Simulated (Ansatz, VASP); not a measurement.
## MgO: VASP beside Ansatz

```
Mg O
1.0
     0.00000    2.10217    2.10217
     2.10217    0.00000    2.10217
     2.10217    2.10217    0.00000
Mg O
1 1
Direct
  0.00000 0.00000 0.00000
  0.50000 0.50000 0.50000
```

Alike in both runs: task single point; functional r2SCAN; dispersion D3(BJ); k mesh 8 × 8 × 8; no spin polarisation.

```csv
,VASP,Ansatz
version,VASP 6.6.1,Ansatz 0.2.0
potentials or method,"VASP PAW PBE potentials, release 64 (Mg, O)",plane waves
plane-wave cutoff (eV),660,500
occupations,"gaussian, width 0.01 eV",fixed
valence electrons in the cell,8,16
```

|  | VASP | Ansatz | Ansatz less VASP |
| --- | --- | --- | --- |
| gap on the k mesh at the Fermi level (eV) | 5.66 | 5.68 | +0.020 |
| pressure (GPa) | -3.9 | -2.4 | +1.45 |

VASP's potentials were made for PBE, not for r2SCAN. VASP's potentials hold 8 valence electrons a cell and Ansatz's 16, so a difference there can come from the potentials and not from the codes. Ansatz's warnings: dispersion damping borrowed.
